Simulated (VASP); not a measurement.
Here is a VASP 6.6.1 calculation.

File INCAR:

```
SYSTEM = CaO
PREC     = Accurate       ! precision mode
ENCUT    = 520            ! plane-wave cutoff, eV
EDIFF    = 1E-8           ! SCF threshold, eV
ISMEAR   = -1             ! smearing method
SIGMA    = 0.1            ! smearing width, eV
LREAL    = .FALSE.        ! projectors in reciprocal space
LASPH    = .TRUE.         ! aspherical terms in the spheres
NELM     = 60             ! most SCF steps
ALGO     = Normal         ! electronic algorithm
ISIF     = 2              ! what is computed and relaxed
LWAVE    = .FALSE.        ! write WAVECAR
LCHARG   = .TRUE.         ! write CHGCAR
IBRION   = 8              ! ionic algorithm
NSW      = 1              ! ionic steps
```

KPOINTS

```
Automatic mesh
0
G
  6 6 4
  0 0 0
```

Contents of POSCAR:

```
CaO
1.0
    3.9919760000      0.0000000000      0.0000000000
   -1.9959880000      3.4571520000      0.0000000000
    0.0000000000      0.0000000000      4.7848400000
Ca O
2 2
Direct
    0.3333333333      0.6666666667      0.7500000000
    0.6666666667      0.3333333333      0.2500000000
    0.3333333333      0.6666666667      0.2500000000
    0.6666666667      0.3333333333      0.7500000000
```

Potentials or basis: VASP PAW LDA potentials, release 64 (Ca_sv, O).

Run with:

```console
$ cat potpaw_LDA.64/Ca_sv/POTCAR potpaw_LDA.64/O/POTCAR > POTCAR
$ mpirun -np 1 vasp_std > vasp.out
```

Predict the highest phonon frequency at Γ, LO-TO splitting left out.

363 cm⁻¹.

Phonon frequencies in cm⁻¹ (negative: imaginary):
| q point | frequencies |
| --- | --- |
| (0.000, 0.000, 0.000) | -1 0 0 203 203 252 277 354 354 357 363 363 |

Caveat: the cell stands under pressure or tension, which shifts response properties.
